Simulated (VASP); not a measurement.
# Ni (Pm-3m) in VASP: notebook

The runs below take Ni through relaxation of cell and atoms, single point, with revPBE.

Program: VASP 6.6.1. These are calculated values, not measurements. Logs are shortened: lines on timing, memory, paths and dates and some standing lists are left out, and cuts for length are marked.

## (1) The cell of the first run

Symmetry: Pm-3m, No. 221, cubic system. Conventional cell: a = 2.278 Å, b = 2.278 Å, c = 2.278 Å, α = 90.00°, β = 90.00°, γ = 90.00°. Within 3.0 Å of Ni (site symmetry m-3m) lie 6 Ni at 2.28 Å.

This isn't the form of Ni at room conditions, which is fcc.

## (2) Relaxation of cell and atoms, revPBE

File INCAR:

```
PREC     = Accurate       # precision mode
ENCUT    = 600            # plane-wave cutoff, eV
EDIFF    = 1E-7           # SCF threshold, eV
ISMEAR   = -1             # smearing method
SIGMA    = 0.1            # smearing width, eV
LREAL    = F              # projectors in reciprocal space
LASPH    = T              # aspherical terms in the spheres
NELM     = 120            # most SCF steps
ALGO     = Normal         # electronic algorithm
ISIF     = 3              # what is computed and relaxed
LWAVE    = F              # write WAVECAR
LCHARG   = F              # write CHGCAR
GGA      = RE             # functional
IBRION   = 2              # ionic algorithm
NSW      = 80             # ionic steps
EDIFFG   = -0.01          # ionic threshold
GGA_COMPAT= F            
NELMIN   = 4
```

File KPOINTS:

```
Automatic mesh
0
Gamma
  14 14 14
```

File POSCAR:

```
Ni
1.0
    2.2775907947      0.0000000000      0.0000000000
    0.0000000000      2.2775907947      0.0000000000
    0.0000000000      0.0000000000      2.2775907947
Ni
1
Direct
    0.0000000000      0.0000000000      0.0000000000
```

Potentials or basis: VASP PAW PBE potentials, release 64 (Ni).

Launch:

```console
$ cat potpaw_PBE.64/Ni/POTCAR > POTCAR
$ mpirun -np 1 vasp_std > vasp.out
```

OUTCAR:

```text
PREC = Accurate
   ENCUT = 600
   EDIFF = 1E-7
   ISMEAR = -1
   LREAL = F
   LASPH = T
   NELM = 120
   ISIF = 3
   GGA = RE
   IBRION = 2
   NSW = 80
   EDIFFG = -0.01
   NELMIN = 4

 ion  position               nearest neighbor table
   1  0.000  0.000  0.000-

  LATTYP: Found a simple cubic cell.
 ALAT       =     2.2775907947

  Lattice vectors:

 A1 = (   2.2775907947,   0.0000000000,   0.0000000000)
 A2 = (   0.0000000000,   2.2775907947,   0.0000000000)
 A3 = (   0.0000000000,   0.0000000000,   2.2775907947)

Analysis of symmetry for initial positions (statically):
=====================================================================
 Subroutine PRICEL returns:
 Original cell was already a primitive cell.

 Routine SETGRP: Setting up the symmetry group for a
 simple cubic supercell.

 Subroutine GETGRP returns: Found 48 space group operations
 (whereof 48 operations were pure point group operations)
 out of a pool of 48 trial point group operations.

The static configuration has the point symmetry O_h .

Analysis of symmetry for dynamics (positions and initial velocities):
=====================================================================
 Subroutine PRICEL returns:
 Original cell was already a primitive cell.

 Routine SETGRP: Setting up the symmetry group for a
 simple cubic supercell.

 Subroutine GETGRP returns: Found 48 space group operations
 (whereof 48 operations were pure point group operations)
 out of a pool of 48 trial point group operations.

The dynamic configuration has the point symmetry O_h .

 Subroutine INISYM returns: Found 48 space group operations
 (whereof 48 operations are pure point group operations),
 and found     1 'primitive' translations

----------------------------------------------------------------------------------------

                                     Primitive cell

  volume of cell :      11.8148

  direct lattice vectors                    reciprocal lattice vectors
     2.277590795  0.000000000  0.000000000     0.439060433  0.000000000  0.000000000
     0.000000000  2.277590795  0.000000000     0.000000000  0.439060433  0.000000000
     0.000000000  0.000000000  2.277590795     0.000000000  0.000000000  0.439060433

  length of vectors
     2.277590795  2.277590795  2.277590795     0.439060433  0.439060433  0.439060433

  position of ions in fractional coordinates (direct lattice)
     0.000000000  0.000000000  0.000000000

  ion indices of the primitive-cell ions
   primitive index   ion index
                 1           1

----------------------------------------------------------------------------------------

 KPOINTS: Automatic mesh

Automatic generation of k-mesh.
 Grid dimensions read from file:
 generate k-points for:   14   14   14

 Generating k-lattice:

  Cartesian coordinates                     Fractional coordinates (reciprocal lattice)
     0.031361459  0.000000000  0.000000000     0.071428571  0.000000000  0.000000000
     0.000000000  0.031361459  0.000000000     0.000000000  0.071428571  0.000000000
     0.000000000  0.000000000  0.031361459     0.000000000  0.000000000  0.071428571

  Length of vectors
     0.031361459  0.031361459  0.031361459

  Shift w.r.t. Gamma in fractional coordinates (k-lattice)
     0.000000000  0.000000000  0.000000000

 Subroutine IBZKPT returns following result:
 ===========================================

 Found    120 irreducible k-points:

 Following reciprocal coordinates:
            Coordinates               Weight
  0.000000  0.000000  0.000000      1.000000
  0.071429  0.000000  0.000000      6.000000
  0.142857  0.000000  0.000000      6.000000
  0.214286  0.000000  0.000000      6.000000
  0.285714  0.000000  0.000000      6.000000
  0.357143  0.000000  0.000000      6.000000
[... 16 lines left out ...]
  0.285714  0.214286  0.000000     24.000000
  0.357143  0.214286  0.000000     24.000000
 [... further k-points ...]
   k-points           NKPTS =    120   k-points in BZ     NKDIM =    120   number of bands    NBANDS=      9
   number of dos      NEDOS =    301   number of ions     NIONS =      1
   total plane-waves  NPLWV =   5832
   dimension x,y,z NGX =    18 NGY =   18 NGZ =   18
   dimension x,y,z NGXF=    36 NGYF=   36 NGZF=   36
   ions per type =               1
   NGX,Y,Z   is equivalent  to a cutoff of  13.14, 13.14, 13.14 a.u.
   NGXF,Y,Z  is equivalent  to a cutoff of  26.28, 26.28, 26.28 a.u.
 SYSTEM =  unknown system
   PREC   = accura    normal or accurate (medium, high low for compatibility)
   ISTART =      0    job   : 0-new  1-cont  2-samecut
   ICHARG =      2    charge: 1-file 2-atom 10-const
   ISPIN  =      1    spin polarized calculation?
   LNONCOLLINEAR =      F non collinear calculations
   LSORBIT =      F    spin-orbit coupling
   LASPH  =      T    aspherical Exc in radial PAW
   ENCUT  =  600.0 eV  44.10 Ry    6.64 a.u.   4.55  4.55  4.55*2*pi/ulx,y,z
   NELM   =    120;   NELMIN=  4; NELMDL= -5     # of ELM steps
   EDIFF  = 0.1E-06   stopping-criterion for ELM
   LREAL  =      F    real-space projection
   EDIFFG = -.1E-01   stopping-criterion for IOM
   NSW    =     80    number of steps for IOM
   IBRION =      2    ionic relax: 0-MD 1-quasi-New 2-CG
   NFREE  =      1    steps in history (QN), initial steepest desc. (CG)
   ISIF   =      3    stress and relaxation
   ISYM   =      2    0-nonsym 1-usesym 2-fastsym
   POTIM  = 0.5000    time-step for ionic-motion
   TEBEG  =    0.0;   TEEND  =   0.0 temperature during run
   PSTRESS=    0.0 pullay stress
   NELECT =      10.0000    total number of electrons
   NUPDOWN=      -1.0000    fix difference up-down
   EMIN   =  10.00;   EMAX   =-10.00  energy-range for DOS
   EFERMI =   0.00;   METHOD = LEGACY
   ISMEAR =    -1;   SIGMA  =   0.10  broadening in eV -4-tet -1-fermi 0-gaus
   EFERMI_NEDOS =   21; number of points for ismear=-14 and -15
   IALGO  =     38    algorithm
   IMIX   =      4    mixing-type and parameters
     AMIX     =   0.40;   BMIX     =  1.00
     AMIX_MAG =   1.60;   BMIX_MAG =  1.00
  volume/ion in A,a.u.               =      11.81        79.73
  Fermi-wavevector in a.u.,A,eV,Ry     =   1.548576  2.926384 32.627954  2.398087
  Thomas-Fermi vector in A             =   2.653506
   LORBIT       =      0    0 simple, 1 ext, 2 COOP (PROOUT), +10 PAW based schemes
   GGA     = RE    functional components
   LHFCALC =     F    Hartree Fock is set to
   AEXX    =    0.0000 exact exchange contribution
   IVDW    =     0    specifies the selected vdW correction
   LEPSILON=     F    determine dielectric tensor
   LRPA    =     F    only Hartree local field effects (RPA)
 conjugate gradient relaxation of ions
 non-spin polarized calculation
  energy-cutoff  :      600.00
  volume of cell :       11.81
 maximum number of plane-waves:       407
   NGX =  9   NGY =  9   NGZ =  9

--------------------------------------- Ionic step        1  -------------------------------------------

 number of electron      10.0000000 magnetization

 number of electron       9.9999996 magnetization

 Free energy of the ion-electron system (eV)
  ---------------------------------------------------
  ext. energy  EPLUGINS =         0.00000000
  ---------------------------------------------------
  free energy    TOTEN  =        -4.35847434 eV

  energy without entropy =       -4.28454972  energy(sigma->0) =       -4.32151203

------------------------ aborting loop because EDIFF is reached ----------------------------------------

  FORCE on cell =-STRESS in cart. coord.  units (eV):
  Direction    XX          YY          ZZ          XY          YZ          ZX
  --------------------------------------------------------------------------------------
  -------------------------------------------------------------------------------------
  Total        1.0451300      1.0451300      1.0451300     -0.0000000     -0.0000000     -0.0000000
  in kB      141.7273987    141.7273987    141.7273987     -0.0000000     -0.0000000     -0.0000000
  external PRESSURE =     141.7273987 kB  Pullay stress =       0.0000000 kB
[... 55 lines left out ...]
  energy  without entropy=       -4.2973145553  energy(sigma->0) =       -4.34036593

--------------------------------------- Ionic step        3  -------------------------------------------

 number of electron      10.0000010 magnetization

 Free energy of the ion-electron system (eV)
  ---------------------------------------------------
  ext. energy  EPLUGINS =         0.00000000
  ---------------------------------------------------
  free energy    TOTEN  =        -4.40192445 eV

  energy without entropy =       -4.32096625  energy(sigma->0) =       -4.36144535

 E-fermi :   7.2232     XC(G=0): -12.0939

 val. band max:        7.2218087630   @ k =   0.0714   0.0714   0.0000
 cond. band min:       7.2273928297   @ k =   0.5000   0.3571   0.1429
 fundamental gap:      0.0055840667
 Fermi energy:         7.2232236970

 k-point     1 :       0.0000    0.0000    0.0000
  band No.  band energies     occupation
      1      -0.5313      2.00000
      2       4.0567      2.00000
      3       4.0567      2.00000
      4       7.2623      0.80700
      5       7.2623      0.80700
      6       7.2623      0.80700
      7      26.4982      0.00000
      8      26.4982      0.00000
      9      26.4982      0.00000
[... 265 lines left out ...]
 k-point    24 :       0.3571    0.2143    0.0000
  band No.  band energies     occupation
      1       3.4151      2.00000
      2       4.6497      2.00000
      3       5.4290      2.00000
      4       6.4999      1.99856
      5       6.9651      1.85923
      6       7.0428      1.71737
      7      14.5006      0.00000
      8      22.4550      0.00000
      9      29.7215      0.00000

 [... further k-points ...]

------------------------ aborting loop because EDIFF is reached ----------------------------------------

  FORCE on cell =-STRESS in cart. coord.  units (eV):
  Direction    XX          YY          ZZ          XY          YZ          ZX
  --------------------------------------------------------------------------------------
  -------------------------------------------------------------------------------------
  Total       -0.0015905     -0.0015905     -0.0015905      0.0000000      0.0000000      0.0000000
  in kB       -0.1977228     -0.1977228     -0.1977228      0.0000000      0.0000000      0.0000000
  external PRESSURE =      -0.1977228 kB  Pullay stress =       0.0000000 kB
[... 16 lines left out ...]
  FREE ENERGIE OF THE ION-ELECTRON SYSTEM (eV)
  ---------------------------------------------------
  free  energy   TOTEN  =        -4.4019244526 eV

  energy  without entropy=       -4.3209662519  energy(sigma->0) =       -4.36144535

 reached required accuracy - stopping structural energy minimisation
```

Run time: 18 s. Hardware: 1 thread of Intel Xeon Platinum 8488C (Sapphire Rapids), shared host; peak memory 0.13 GiB.

Results:

```yaml
Free_energy: -4.4019 eV
Relaxed_volume: 12.89 Å³/atom
Relaxed_cell: a = 2.345 Å, b = 2.345 Å, c = 2.345 Å, α = 90.00°, β = 90.00°, γ = 90.00°
Space_group_after_relaxing_to_0.1_Å: Pm-3m (No. 221)
Energy_gained_by_relaxing: 43.5 meV/atom
Ionic_steps: 3
Pressure_after_relaxing: 0.0 GPa
Band_gap_on_the_k_mesh: zero (bands 5 and 6 overlap by 1.23 eV)
```

Step by step:
```tsv
step	energy change (eV)	largest force (eV/Å)	pressure (GPa)	volume (Å³)
1	0.0000	0.0000	14.17	11.81
2	-0.0249	0.0000	-6.88	13.69
3	-0.0435	0.0000	-0.02	12.89
```

Final structure:
```cif
data_structure
_symmetry_space_group_name_H-M 'P 1'
_symmetry_Int_Tables_number 1
_cell_length_a 2.3446
_cell_length_b 2.3446
_cell_length_c 2.3446
_cell_angle_alpha 90.000
_cell_angle_beta 90.000
_cell_angle_gamma 90.000
_cell_volume 12.89
loop_
_atom_site_label
_atom_site_type_symbol
_atom_site_fract_x
_atom_site_fract_y
_atom_site_fract_z
_atom_site_occupancy
Ni1 Ni 0.00000 0.00000 0.00000 1
```

Caveat: the PAW data sets were made with another functional, which shifts forces and pressure a little; the run has no spin polarisation, though such a crystal can be magnetic.

## (3) Single point, revPBE, collinear spin, ferromagnetic start (11.31 Å³/atom)

File INCAR:

```
PREC     = Accurate       # precision mode
ENCUT    = 520            # plane-wave cutoff, eV
EDIFF    = 1E-6           # SCF threshold, eV
ISMEAR   = -1             # smearing method
SIGMA    = 0.05           # smearing width, eV
LREAL    = F              # projectors in reciprocal space
LASPH    = T              # aspherical terms in the spheres
NELM     = 150            # most SCF steps
ALGO     = Normal         # electronic algorithm
ISIF     = 2              # what is computed and relaxed
LWAVE    = F              # write WAVECAR
LCHARG   = F              # write CHGCAR
ISPIN    = 2              # spin polarisation
MAGMOM   = -0.625 -0.625  # initial moments
LORBIT   = 11             # projections on sites
LMAXMIX  = 4              # l up to which the mixer works
GGA      = RE             # functional
NBANDS   = 21             # bands
```

File KPOINTS:

```
Automatic mesh
0
Gamma
  13 13 13
```

File POSCAR:

```
Ni
1.0
    0.0000000000      2.2444340511      2.2444340511
    2.2444340511      0.0000000000      2.2444340511
    2.2444340511      2.2444340511      0.0000000000
Ni
2
Direct
    0.0000000000      0.0000000000      0.0000000000
    0.5000000000      0.5000000000      0.5000000000
```

Potentials or basis: VASP PAW PBE potentials, release 64 (Ni).

Launch:

```console
$ cat potpaw_PBE.64/Ni/POTCAR > POTCAR
$ mpirun -np 1 vasp_std > vasp.out
```

It took 50 s on 1 thread of Intel Xeon Platinum 8259CL at 2.50GHz (Skylake/Cascade Lake), shared host; peak memory 0.18 GiB.

Results (log left out):

```
Free energy                                           : -8.5684 eV
Pressure                                              : 24.1 GPa
Net moment                                            : -0.92 μB per cell
Site moments                                          : Ni -0.46 μB
Valence electrons inside the program's atomic spheres : Ni 9.42
```

Levels at points of the mesh, in eV from the Fermi level:
Spin up:
```tsv
k point	band 6	band 7	band 8	band 9	band 10	band 11	band 12	band 13
(0.00, 0.00, 0.00)	-3.28	0.29	0.29	0.29	1.13	1.13	12.94	12.94
```
Spin down:
```tsv
k point	band 6	band 7	band 8	band 9	band 10	band 11	band 12	band 13	band 14	band 15
(0.00, 0.00, 0.00)	-3.72	-0.29	-0.29	-0.29	0.67	0.67	12.86	12.86	12.86	14.10
```

Caveat: the cell stands under pressure; the PAW data sets were made with another functional, which shifts forces and pressure a little.
